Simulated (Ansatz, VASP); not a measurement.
## Two plane-wave programs on Co2Ru

```
Co Ru
1.0
     0.00000    3.30855    3.30855
     3.30855    0.00000    3.30855
     3.30855    3.30855    0.00000
Co Ru
4 2
Direct
  0.62500 0.62500 0.62500
  0.12500 0.62500 0.62500
  0.62500 0.62500 0.12500
  0.62500 0.12500 0.62500
  0.00000 0.00000 0.00000
  0.25000 0.25000 0.25000
```

Alike in both runs: functional PBE; k mesh 6 × 6 × 6; occupations gaussian, width 0.1 eV; collinear spin.

Ansatz relaxed the structure, and its values are those at the end. VASP's run is a single point on that final structure, the one shown.

|  | VASP | Ansatz |
| --- | --- | --- |
| version | VASP 6.6.1 | Ansatz 0.2.0 |
| potentials or method | VASP PAW PBE potentials, release 64 (Co, Ru_pv), cutoff 520 eV | scalar-relativistic, plane waves, PAW |
| valence electrons in the cell | 64 | 100 |

|  | VASP | Ansatz | Ansatz less VASP |
| --- | --- | --- | --- |
| gap on the k mesh at the Fermi level (eV) | none | none | - |
| pressure (GPa) | -0.8 | 0.3 | +1.02 |
| net moment per atom (μB) | 1.39 | 1.42 | +0.030 |
| size of the moment on the site where the two differ most (μB) | 1.75 | 1.82 | +0.069 |

Site moments also hang on the region over which each program counts them. A gap of «none» marks a metal or a gap that the smearing closes. The functional is the same, so the differences come from potentials, cutoffs and numerics. VASP's potentials hold 64 valence electrons a cell and Ansatz's 100, so a difference there can come from the potentials and not from the codes.
